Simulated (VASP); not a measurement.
## PbI2: single point with LDA

Crystal: PbI2.

```
Pb I
1.0
     4.55500    0.00000    0.00000
    -2.27750    3.94475    0.00000
     0.00000    0.00000    6.97700
Pb I
1 2
Direct
  0.00000 0.00000 0.00000
  0.33333 0.66667 0.26500
  0.66667 0.33333 0.73500
```

```json
{"Program": "VASP 6.6.1", "Task": "single point", "Functional": "LDA", "Potentials or basis": "VASP PAW LDA potentials, release 64 (Pb_d, I)", "Cutoff": "500 eV", "k mesh": "9 × 9 × 6", "Occupations": "gaussian, width 0.05 eV", "Spin": "no spin polarisation"}
```

| Quantity | Value |
| --- | --- |
| Pressure | -1.0 GPa |
| Largest force | 0.058 eV/Å |
| Band gap on the k mesh | 2.03 eV |

Forces in eV/Å, atoms in the order of the input:
```
Pb   0.000  0.000  0.000
I    0.000  0.000 -0.058
I    0.000  0.000  0.058
```

Stress tensor (GPa, compression positive):
```
-1.04  0.00  0.00
 0.00 -1.04  0.00
 0.00  0.00 -0.96
```

Levels at points of the mesh, in eV from the valence-band top:
```tsv
k point	band 10	band 11	band 12	band 13	band 14	band 15	band 16	band 17	band 18	band 19
(0.00, 0.00, 0.00)	-1.02	-1.02	-0.92	-0.92	-0.70	2.30	3.25	3.25	6.15	7.35
(0.00, 0.00, 0.50)	-1.16	-1.16	-0.74	-0.74	0.00	2.03	3.06	3.06	6.22	7.22
```

It took 3.4 min on 1 thread of Intel Xeon 8259CL, with other jobs on the host, peak memory 0.31 GiB.

Caveat: spin-orbit coupling is left out, which moves the levels of the heavy elements; an odd mesh through Γ misses points on the zone boundary, where band edges can lie.
